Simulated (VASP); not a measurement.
A run of VASP 6.6.1 is set up as follows.

The input INCAR:

```
SYSTEM = Rh
ALGO = Fast
EDIFF = 1E-6
EDIFFG = -0.001
ENCUT = 600
GGA = PS
IBRION = 2
ISIF = 3
ISMEAR = -1
LASPH = .True.
LCHARG = .False.
LREAL = .False.
LWAVE = .False.
NELM = 100
NSW = 80
PREC = Accurate
SIGMA = 0.15
```

Contents of KPOINTS:

```
k-points
0
Gamma
  18 18 18
  0 0 0
```

POSCAR

```
Rh
1.0
    0.0000000000      1.8900916026      1.8900916026
    1.8900916026      0.0000000000      1.8900916026
    1.8900916026      1.8900916026      0.0000000000
Rh
1
Direct
    0.0000000000      0.0000000000      0.0000000000
```

Potentials or basis: VASP PAW PBE potentials, release 64 (Rh_pv).

Run with:

```bash
$ cat potpaw_PBE.64/Rh_pv/POTCAR > POTCAR
$ mpirun -np 1 vasp_std > vasp.out
```

(1) What does it give for the space group after relaxing (to 0.1 Å)?

(2) What does it give for the relaxed volume?

(3) Estimate the band gap on the k mesh.

(4) Predict the relaxed cell.

Results:

(1) Fm-3m (No. 225).

(2) 13.54 Å³/atom.

(3) zero (an odd number of electrons rules out a gap without spin polarisation).

(4) a = 2.675 Å, b = 2.675 Å, c = 2.675 Å, α = 60.00°, β = 60.00°, γ = 60.00°.

Caveat: the PAW data sets were made with another functional, which shifts forces and pressure a little.
